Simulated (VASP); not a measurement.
# GeS (Pnma) in VASP: notebook

GeS is run at these levels: PBE+D3(BJ); tasks: relaxation of shape and atoms at fixed volume, relaxation of cell and atoms.

All numbers are computed with VASP 6.6.1; they aren't measurements. Logs are shortened: lines on timing, memory, paths and dates and some standing lists are left out, and cuts for length are marked.

## (1) The cell of the first run

Symmetry: Pnma, No. 62, orthorhombic system. Conventional cell: a = 11.055 Å, b = 3.718 Å, c = 4.573 Å, α = 90.00°, β = 90.00°, γ = 90.00°. Within 3.3 Å of Ge (site symmetry m) lie 3 S at 2.49 to 2.50 Å. S (site symmetry m) has 3 Ge at 2.49 to 2.50 Å within 3.3 Å.

## (2) Relaxation of shape and atoms at fixed volume, PBE+D3(BJ) (23.50 Å³/atom)

Input file INCAR:

```
SYSTEM = GeS
ALGO = Normal ; EDIFF = 1E-7
EDIFFG = -0.01 ; ENCUT = 500
GGA = PE ; GGA_COMPAT = .False.
IBRION = 2 ; ISIF = 4
ISMEAR = 0 ; IVDW = 12
KPAR = 4 ; LASPH = .True.
LCHARG = .False. ; LREAL = .False.
LWAVE = .False. ; NELM = 120
NELMIN = 4 ; NSW = 50
PREC = Accurate ; SIGMA = 0.02
```

Input file KPOINTS:

```
k-points
0
Gamma
  4 8 6
  0 0 0
```

Input file POSCAR:

```
GeS
1.0
   11.0549002532      0.0000000000      0.0000000000
    0.0000000000      3.7176947570      0.0000000000
    0.0000000000      0.0000000000      4.5734219935
Ge S
4 4
Direct
    0.1278191304      0.2500000000      0.1411307814
    0.3721808696      0.7500000000      0.6411307814
    0.6278191304      0.2500000000      0.3588692186
    0.8721808696      0.7500000000      0.8588692186
    0.8459937009      0.2500000000      0.5010781898
    0.6540062991      0.7500000000      0.0010781898
    0.3459937009      0.2500000000      0.9989218102
    0.1540062991      0.7500000000      0.4989218102
```

Potentials or basis: VASP PAW PBE potentials, release 64 (Ge_d, S).

Command:

```bash
$ cat potpaw_PBE.64/Ge_d/POTCAR potpaw_PBE.64/S/POTCAR > POTCAR
$ mpirun -np 4 vasp_std > vasp.out
```

OUTCAR:

```text
SYSTEM = GeS
   EDIFF = 1E-7
   EDIFFG = -0.01
   ENCUT = 500
   GGA = PE
   IBRION = 2
   ISIF = 4
   ISMEAR = 0
   IVDW = 12
   LASPH = .True.
   LREAL = .False.
   NELM = 120
   NELMIN = 4
   NSW = 50
   PREC = Accurate
 IVDW          = 12

 ion  position               nearest neighbor table
   1  0.128  0.250  0.141-   8 2.49   8 2.49   7 2.50
   2  0.372  0.750  0.641-   7 2.49   7 2.49   8 2.50
   3  0.628  0.250  0.359-   6 2.49   6 2.49   5 2.50
   4  0.872  0.750  0.859-   5 2.49   5 2.49   6 2.50
   5  0.846  0.250  0.501-   4 2.49   4 2.49   3 2.50
   6  0.654  0.750  0.001-   3 2.49   3 2.49   4 2.50
   7  0.346  0.250  0.999-   2 2.49   2 2.49   1 2.50
   8  0.154  0.750  0.499-   1 2.49   1 2.49   2 2.50

  LATTYP: Found a simple orthorhombic cell.
 ALAT       =     3.7176947570
 B/A-ratio  =     1.2301768414
 C/A-ratio  =     2.9735900809

  Lattice vectors:

 A1 = (   0.0000000000,   3.7176947570,   0.0000000000)
 A2 = (   0.0000000000,   0.0000000000,   4.5734219935)
 A3 = (  11.0549002532,   0.0000000000,   0.0000000000)

Analysis of symmetry for initial positions (statically):
=====================================================================
 Subroutine PRICEL returns:
 Original cell was already a primitive cell.

 Routine SETGRP: Setting up the symmetry group for a
 simple orthorhombic supercell.

 Subroutine GETGRP returns: Found  8 space group operations
 (whereof  2 operations were pure point group operations)
 out of a pool of  8 trial point group operations.

The static configuration has the point symmetry S_2 .
 The point group associated with its full space group is D_2h.

Analysis of symmetry for dynamics (positions and initial velocities):
=====================================================================
 Subroutine PRICEL returns:
 Original cell was already a primitive cell.

 Routine SETGRP: Setting up the symmetry group for a
 simple orthorhombic supercell.

 Subroutine GETGRP returns: Found  8 space group operations
 (whereof  2 operations were pure point group operations)
 out of a pool of  8 trial point group operations.

The dynamic configuration has the point symmetry S_2 .
 The point group associated with its full space group is D_2h.

 Subroutine INISYM returns: Found  8 space group operations
 (whereof  2 operations are pure point group operations),
 and found     1 'primitive' translations

----------------------------------------------------------------------------------------

                                     Primitive cell

  volume of cell :     187.9619

  direct lattice vectors                    reciprocal lattice vectors
    11.054900253  0.000000000  0.000000000     0.090457623  0.000000000  0.000000000
     0.000000000  3.717694757  0.000000000     0.000000000  0.268983891  0.000000000
     0.000000000  0.000000000  4.573421994     0.000000000  0.000000000  0.218654653

  length of vectors
    11.054900253  3.717694757  4.573421994     0.090457623  0.268983891  0.218654653

  position of ions in fractional coordinates (direct lattice)
     0.127819130  0.250000000  0.141130781
     0.372180870  0.750000000  0.641130781
     0.627819130  0.250000000  0.358869219
     0.872180870  0.750000000  0.858869219
     0.845993701  0.250000000  0.501078190
     0.654006299  0.750000000  0.001078190
     0.345993701  0.250000000  0.998921810
     0.154006299  0.750000000  0.498921810

  ion indices of the primitive-cell ions
   primitive index   ion index
                 1           1
                 2           2
                 3           3
                 4           4
                 5           5
                 6           6
                 7           7
                 8           8

----------------------------------------------------------------------------------------

 KPOINTS: k-points

Automatic generation of k-mesh.
 Grid dimensions read from file:
 generate k-points for:    4    8    6

 Generating k-lattice:

  Cartesian coordinates                     Fractional coordinates (reciprocal lattice)
     0.022614406  0.000000000  0.000000000     0.250000000  0.000000000  0.000000000
     0.000000000  0.033622986  0.000000000     0.000000000  0.125000000  0.000000000
     0.000000000  0.000000000  0.036442442     0.000000000  0.000000000  0.166666667

  Length of vectors
     0.022614406  0.033622986  0.036442442

  Shift w.r.t. Gamma in fractional coordinates (k-lattice)
     0.000000000  0.000000000  0.000000000

 Subroutine IBZKPT returns following result:
 ===========================================

 Found     60 irreducible k-points:

 Following reciprocal coordinates:
            Coordinates               Weight
  0.000000  0.000000  0.000000      1.000000
  0.250000  0.000000  0.000000      2.000000
  0.500000  0.000000  0.000000      1.000000
  0.000000  0.125000  0.000000      2.000000
  0.250000  0.125000  0.000000      4.000000
  0.500000  0.125000  0.000000      2.000000
[... 16 lines left out ...]
  0.250000  0.250000  0.166667      8.000000
  0.500000  0.250000  0.166667      4.000000
 [... further k-points ...]
   k-points           NKPTS =     60   k-points in BZ     NKDIM =     60   number of bands    NBANDS=     48
   number of dos      NEDOS =    301   number of ions     NIONS =      8
   total plane-waves  NPLWV =  84672
   dimension x,y,z NGX =    84 NGY =   28 NGZ =   36
   dimension x,y,z NGXF=   168 NGYF=   56 NGZF=   72
   ions per type =               4   4
   NGX,Y,Z   is equivalent  to a cutoff of  12.63, 12.52, 13.09 a.u.
   NGXF,Y,Z  is equivalent  to a cutoff of  25.26, 25.04, 26.17 a.u.
 SYSTEM =  GeS
   PREC   = accura    normal or accurate (medium, high low for compatibility)
   ISTART =      0    job   : 0-new  1-cont  2-samecut
   ICHARG =      2    charge: 1-file 2-atom 10-const
   ISPIN  =      1    spin polarized calculation?
   LNONCOLLINEAR =      F non collinear calculations
   LSORBIT =      F    spin-orbit coupling
   LASPH  =      T    aspherical Exc in radial PAW
   ENCUT  =  500.0 eV  36.75 Ry    6.06 a.u.  20.16  6.78  8.34*2*pi/ulx,y,z
   NELM   =    120;   NELMIN=  4; NELMDL= -5     # of ELM steps
   EDIFF  = 0.1E-06   stopping-criterion for ELM
   LREAL  =      F    real-space projection
   EDIFFG = -.1E-01   stopping-criterion for IOM
   NSW    =     50    number of steps for IOM
   IBRION =      2    ionic relax: 0-MD 1-quasi-New 2-CG
   NFREE  =      1    steps in history (QN), initial steepest desc. (CG)
   ISIF   =      4    stress and relaxation
   ISYM   =      2    0-nonsym 1-usesym 2-fastsym
   POTIM  = 0.5000    time-step for ionic-motion
   TEBEG  =    0.0;   TEEND  =   0.0 temperature during run
   PSTRESS=    0.0 pullay stress
   NELECT =      80.0000    total number of electrons
   NUPDOWN=      -1.0000    fix difference up-down
   EMIN   =  10.00;   EMAX   =-10.00  energy-range for DOS
   EFERMI =   0.00;   METHOD = LEGACY
   ISMEAR =     0;   SIGMA  =   0.02  broadening in eV -4-tet -1-fermi 0-gaus
   EFERMI_NEDOS =   21; number of points for ismear=-14 and -15
   IALGO  =     38    algorithm
   IMIX   =      4    mixing-type and parameters
     AMIX     =   0.40;   BMIX     =  1.00
     AMIX_MAG =   1.60;   BMIX_MAG =  1.00
  volume/ion in A,a.u.               =      23.50       158.55
  Fermi-wavevector in a.u.,A,eV,Ry     =   1.231445  2.327093 20.632634  1.516456
  Thomas-Fermi vector in A             =   2.366254
   LORBIT       =      0    0 simple, 1 ext, 2 COOP (PROOUT), +10 PAW based schemes
   GGA     = PE    functional components
   LHFCALC =     F    Hartree Fock is set to
   AEXX    =    0.0000 exact exchange contribution
   IVDW    =    12    specifies the selected vdW correction
   LEPSILON=     F    determine dielectric tensor
   LRPA    =     F    only Hartree local field effects (RPA)
 conjugate gradient relaxation of ions
 non-spin polarized calculation
 Gauss-broadening in eV      SIGMA  =   0.02
  energy-cutoff  :      500.00
  volume of cell :      187.96
 maximum number of plane-waves:      4826
 NGX is ok and might be reduce to    84
   NGX = 41   NGY = 13   NGZ = 17

--------------------------------------- Ionic step        1  -------------------------------------------

 number of electron      79.9999950 magnetization

 Free energy of the ion-electron system (eV)
  ---------------------------------------------------
  ext. energy  EPLUGINS =         0.00000000
  ---------------------------------------------------
  free energy    TOTEN  =       -36.57818458 eV

  energy without entropy =      -36.57818458  energy(sigma->0) =      -36.57818458

------------------------ aborting loop because EDIFF is reached ----------------------------------------

 Edisp (eV)   -2.45284

 E8    (eV) :    -1.0035

  FORCE on cell =-STRESS in cart. coord.  units (eV):
  Direction    XX          YY          ZZ          XY          YZ          ZX
  --------------------------------------------------------------------------------------
  -------------------------------------------------------------------------------------
  Total      -4.92162    -5.23536    -4.93459     0.00000     0.00000     0.00000
  in kB     -41.95164   -44.62597   -42.06221     0.00000     0.00000     0.00000
  external pressure =      -42.88 kB  Pullay stress =        0.00 kB
[... 303 lines left out ...]
  energy  without entropy=      -39.0634015066  energy(sigma->0) =      -39.06340151

--------------------------------------- Ionic step        8  -------------------------------------------

 number of electron      80.0000029 magnetization

 Free energy of the ion-electron system (eV)
  ---------------------------------------------------
  ext. energy  EPLUGINS =         0.00000000
  ---------------------------------------------------
  free energy    TOTEN  =       -36.61926173 eV

  energy without entropy =      -36.61926173  energy(sigma->0) =      -36.61926173

 E-fermi :   3.7795     XC(G=0):  -9.3955

 val. band max:        3.6846119686   @ k =   0.0000   0.0000   0.0000
 cond. band min:       4.9906453419   @ k =   0.0000   0.0000   0.0000
 fundamental gap:      1.3060333734
 Fermi energy:         3.7794521797

 k-point     1 :       0.0000    0.0000    0.0000
  band No.  band energies     occupation
      1     -20.6937      2.00000
      2     -20.6928      2.00000
      3     -20.6878      2.00000
      4     -20.6872      2.00000
      5     -20.6850      2.00000
      6     -20.6847      2.00000
[... 1213 lines left out ...]
     47       7.6344      0.00000
     48       7.6344      0.00000

 [... further k-points ...]

------------------------ aborting loop because EDIFF is reached ----------------------------------------

 Edisp (eV)   -2.44415

 E8    (eV) :    -0.9995

  FORCE on cell =-STRESS in cart. coord.  units (eV):
  Direction    XX          YY          ZZ          XY          YZ          ZX
  --------------------------------------------------------------------------------------
  -------------------------------------------------------------------------------------
  Total      -3.28831    -3.27475    -3.34342     0.00000    -0.00000     0.00000
  in kB     -28.02942   -27.91383   -28.49913     0.00000    -0.00000     0.00000
  external pressure =      -28.15 kB  Pullay stress =        0.00 kB
[... 23 lines left out ...]
  FREE ENERGIE OF THE ION-ELECTRON SYSTEM (eV)
  ---------------------------------------------------
  free  energy   TOTEN  =       -39.0634092289 eV

  energy  without entropy=      -39.0634092289  energy(sigma->0) =      -39.06340923

 reached required accuracy - stopping structural energy minimisation
```

Wall time 6.1 min (4 MPI ranks of Intel Xeon 6975P-C (Granite Rapids), shared host); peak memory 0.55 GiB.

What came out:

```yaml
Free_energy: -39.0634 eV
Energy_gained_by_relaxing: 4.0 meV/atom
Ionic_steps: 8
Pressure_after_relaxing: -2.8 GPa
Largest_force_after_relaxing: 0.009 eV/Å
Band_gap_on_the_k_mesh: 1.31 eV
Dispersion_energy_per_atom: -0.306 eV
```

Forces in eV/Å, atoms in the order of the input:
```
Ge   0.003  0.000 -0.002
Ge  -0.003  0.000 -0.002
Ge   0.003  0.000  0.002
Ge  -0.003  0.000  0.002
S   -0.009  0.000 -0.002
S    0.009  0.000 -0.002
S   -0.009  0.000  0.002
S    0.009  0.000  0.002
```

Step by step:
```csv
step,energy change (eV),largest force (eV/Å),pressure (GPa),volume (Å³)
1,0.0000,0.2530,-4.29,187.96
2,-0.0159,0.1469,-3.83,187.96
3,-0.0248,0.0715,-3.15,187.96
4,-0.0290,0.0376,-3.04,187.96
5,-0.0315,0.0369,-2.81,187.96
6,-0.0317,0.0202,-2.86,187.96
7,-0.0324,0.0114,-2.81,187.96
8,-0.0324,0.0091,-2.81,187.96
```

Final structure:
```cif
data_structure
_symmetry_space_group_name_H-M 'P 1'
_symmetry_Int_Tables_number 1
_cell_length_a 11.1480
_cell_length_b 3.6561
_cell_length_c 4.6116
_cell_angle_alpha 90.000
_cell_angle_beta 90.000
_cell_angle_gamma 90.000
_cell_volume 187.96
loop_
_atom_site_label
_atom_site_type_symbol
_atom_site_fract_x
_atom_site_fract_y
_atom_site_fract_z
_atom_site_occupancy
Ge1 Ge 0.13078 0.25000 0.14425 1
Ge2 Ge 0.36922 0.75000 0.64425 1
Ge3 Ge 0.63078 0.25000 0.35575 1
Ge4 Ge 0.86922 0.75000 0.85575 1
S1 S 0.84340 0.25000 0.50401 1
S2 S 0.65660 0.75000 0.00401 1
S3 S 0.34340 0.25000 0.99599 1
S4 S 0.15660 0.75000 0.49599 1
```

Levels at points of the mesh, in eV from the valence-band top:
```csv
k point,band 38,band 39,band 40,band 41,band 42,band 43
"(0.00, 0.00, 0.00)",-0.86,-0.71,0.00,1.31,2.46,2.67
"(0.50, 0.00, 0.00)",-1.69,-0.32,-0.32,2.22,2.22,2.59
"(0.00, 0.50, 0.00)",-1.54,-1.15,-1.15,1.38,1.38,1.73
"(0.50, 0.50, 0.00)",-1.45,-1.45,-1.45,1.71,1.71,1.71
"(0.00, 0.00, 0.50)",-1.04,-0.46,-0.46,1.82,1.82,2.41
"(0.50, 0.00, 0.50)",-0.91,-0.47,-0.47,1.83,1.83,2.29
"(0.00, 0.50, 0.50)",-1.69,-1.10,-1.10,3.05,3.05,3.06
"(0.50, 0.50, 0.50)",-1.26,-1.26,-1.26,2.92,2.92,2.92
```

A k mesh can miss the band edges.

## (3) Relaxation of cell and atoms, PBE+D3(BJ)

This run uses another cell than the first one, of 20.54 Å³/atom.

Input file INCAR:

```
PREC = Accurate
ENCUT = 500
EDIFF = 1E-7
ISMEAR = 0
SIGMA = 0.02
LREAL = F
LASPH = T
NELM = 120
ALGO = Normal
ISIF = 3
LWAVE = F
LCHARG = F
GGA = PE
IVDW = 12
IBRION = 2
NSW = 100
EDIFFG = -0.005
GGA_COMPAT = F
NELMIN = 4
```

Input file KPOINTS:

```
Automatic mesh
0
Gamma
  4 8 6
```

Input file POSCAR:

```
GeS
1.0
   10.4810000000      0.0000000000      0.0000000000
    0.0000000000      3.6460000000      0.0000000000
    0.0000000000      0.0000000000      4.2990000000
Ge S
4 4
Direct
    0.1221000000      0.2500000000      0.1277000000
    0.3779000000      0.7500000000      0.6277000000
    0.6221000000      0.2500000000      0.3723000000
    0.8779000000      0.7500000000      0.8723000000
    0.8495000000      0.2500000000      0.5023000000
    0.6505000000      0.7500000000      0.0023000000
    0.3495000000      0.2500000000      0.9977000000
    0.1505000000      0.7500000000      0.4977000000
```

Potentials or basis: VASP PAW PBE potentials, release 64 (Ge_d, S).

Command:

```bash
$ cat potpaw_PBE.64/Ge_d/POTCAR potpaw_PBE.64/S/POTCAR > POTCAR
$ mpirun -np 1 vasp_std > vasp.out
```

Run time: 55 min. Hardware: 1 thread of Intel Xeon 6975P-C (Granite Rapids), shared host; peak memory 0.49 GiB.

Results (log left out):

| Quantity | Value |
| --- | --- |
| Free energy | -39.2529 eV |
| Relaxed volume | 21.31 Å³/atom |
| Relaxed cell | a = 10.650 Å, b = 3.683 Å, c = 4.346 Å, α = 90.00°, β = 90.00°, γ = 90.00° |
| Space group after relaxing (to 0.1 Å) | Pnma (No. 62) |
| Energy gained by relaxing | 6.2 meV/atom |
| Ionic steps | 33 |
| Pressure after relaxing | 0.0 GPa |
| Largest force after relaxing | 0.004 eV/Å |
| Band gap on the k mesh | 1.22 eV (least direct gap 1.26 eV) |
| Dispersion energy per atom | -0.327 eV |

Forces in eV/Å, atoms in the order of the input:
```
Ge   0.003  0.000  0.000
Ge  -0.003  0.000  0.000
Ge   0.003  0.000  0.000
Ge  -0.003  0.000  0.000
S   -0.003  0.000 -0.003
S    0.003  0.000 -0.003
S   -0.003  0.000  0.003
S    0.003  0.000  0.003
```

The path:
```tsv
step	energy change (eV)	largest force (eV/Å)	pressure (GPa)	volume (Å³)
1	0.0000	0.1154	2.23	164.28
2	-0.0350	0.2084	-0.83	171.19
3	-0.0399	0.1541	0.03	169.49
4	-0.0438	0.1090	-0.05	169.96
5	-0.0466	0.0445	-0.17	170.71
6	-0.0466	0.0361	-0.20	170.84
7	-0.0475	0.0478	0.22	170.14
8	-0.0476	0.0449	0.13	170.26
9	-0.0486	0.0233	0.07	170.43
10	-0.0488	0.0192	0.01	170.55
11	-0.0489	0.0145	-0.02	170.63
12	-0.0490	0.0159	-0.07	170.76
13	-0.0491	0.0173	-0.04	170.69
14	-0.0492	0.0204	0.03	170.57
15	-0.0492	0.0215	0.06	170.54
16	-0.0493	0.0177	0.03	170.55
17	-0.0494	0.0152	-0.01	170.58
18	-0.0494	0.0217	-0.04	170.65
19	-0.0494	0.0175	0.00	170.61
20	-0.0495	0.0139	-0.04	170.62
21	-0.0495	0.0109	-0.07	170.65
22	-0.0496	0.0095	-0.03	170.57
23	-0.0496	0.0085	0.00	170.50
24	-0.0496	0.0069	0.06	170.36
25	-0.0496	0.0082	0.02	170.43
26	-0.0496	0.0072	0.04	170.39
27	-0.0496	0.0077	0.03	170.41
28	-0.0496	0.0076	0.04	170.40
29	-0.0497	0.0077	0.06	170.37
30	-0.0498	0.0092	0.05	170.29
31	-0.0498	0.0113	-0.05	170.50
32	-0.0498	0.0108	-0.03	170.46
33	-0.0499	0.0040	0.00	170.47
```

Final structure:
```
Ge S
1.0
    10.64976    0.00000    0.00000
     0.00000    3.68318    0.00000
     0.00000    0.00000    4.34604
Ge S
4 4
Direct
  0.12450 0.25000 0.13348
  0.37550 0.75000 0.63348
  0.62450 0.25000 0.36652
  0.87550 0.75000 0.86652
  0.84958 0.25000 0.49559
  0.65042 0.75000 0.99559
  0.34958 0.25000 0.00441
  0.15042 0.75000 0.50441
```

Levels at points of the mesh, in eV from the valence-band top:
| k point | band 38 | band 39 | band 40 | band 41 | band 42 | band 43 |
| --- | --- | --- | --- | --- | --- | --- |
| (0.00, 0.00, 0.00) | -0.84 | -0.73 | -0.04 | 1.22 | 2.72 | 2.83 |
| (0.50, 0.00, 0.00) | -1.80 | -0.33 | -0.33 | 2.52 | 2.52 | 2.66 |
| (0.00, 0.50, 0.00) | -1.34 | -1.01 | -1.01 | 1.57 | 1.57 | 1.63 |
| (0.50, 0.50, 0.00) | -1.36 | -1.36 | -1.36 | 1.84 | 1.84 | 1.84 |
| (0.00, 0.00, 0.50) | -0.85 | -0.21 | -0.21 | 1.74 | 1.74 | 2.54 |
| (0.50, 0.00, 0.50) | -0.65 | -0.24 | -0.24 | 1.73 | 1.73 | 2.43 |
| (0.00, 0.50, 0.50) | -2.05 | -1.25 | -1.25 | 3.17 | 3.17 | 3.40 |
| (0.50, 0.50, 0.50) | -1.37 | -1.37 | -1.37 | 2.96 | 2.96 | 2.96 |
